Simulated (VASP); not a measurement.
A run of VASP 6.6.1 is set up as follows.

POSCAR

```
HfH2
1.0
   -1.7675132645      1.7675132645      2.2162522560
    1.7675132645     -1.7675132645      2.2162522560
    1.7675132645      1.7675132645     -2.2162522560
Hf H
1 2
Direct
    0.0000000000      0.0000000000      0.0000000000
    0.7500000000      0.2500000000      0.5000000000
    0.2500000000      0.7500000000      0.5000000000
```

File INCAR.step1:

```
ALGO = Normal
EDIFF = 1E-4
ENCUT = 520
GGA = PE
ISMEAR = 0
LASPH = True
LCHARG = False
LREAL = False
LWAVE = True
NBANDS = 13
NELM = 60
PREC = Accurate
SIGMA = 0.05
```

INCAR.step2

```
ALGO = Normal
EDIFF = 1E-7
ENCUT = 520
ISIF = 2
ISMEAR = 0
ISTART = 1
IVDW = 12
LASPH = True
LCHARG = False
LMIXTAU = True
LREAL = False
LWAVE = False
METAGGA = R2SCAN
NBANDS = 13
NELM = 60
PREC = Accurate
SIGMA = 0.05
VDW_A1 = 0.49484001
VDW_A2 = 5.73083694
VDW_S6 = 1.0
VDW_S8 = 0.78981345
```

KPOINTS

```
k-points
0
Gamma
  12 12 12
```

Potentials or basis: VASP PAW PBE potentials, release 64 (Hf_pv, H).

Launch:

```console
$ cat potpaw_PBE.64/Hf_pv/POTCAR potpaw_PBE.64/H/POTCAR > POTCAR
$ cp INCAR.step1 INCAR
$ mpirun -np 1 vasp_std > vasp.out
$ cp INCAR.step2 INCAR
$ mpirun -np 1 vasp_std > vasp.out
```

Q: What does it give for the dispersion energy per atom?

A: -0.102 eV.

Q: Predict the band gap on the k mesh.

A: Zero (bands 6 and 7 overlap by 1.08 eV).

Caveat: three body term missing; the cell stands under tension; spin-orbit coupling is left out, which moves the levels of the heavy elements.
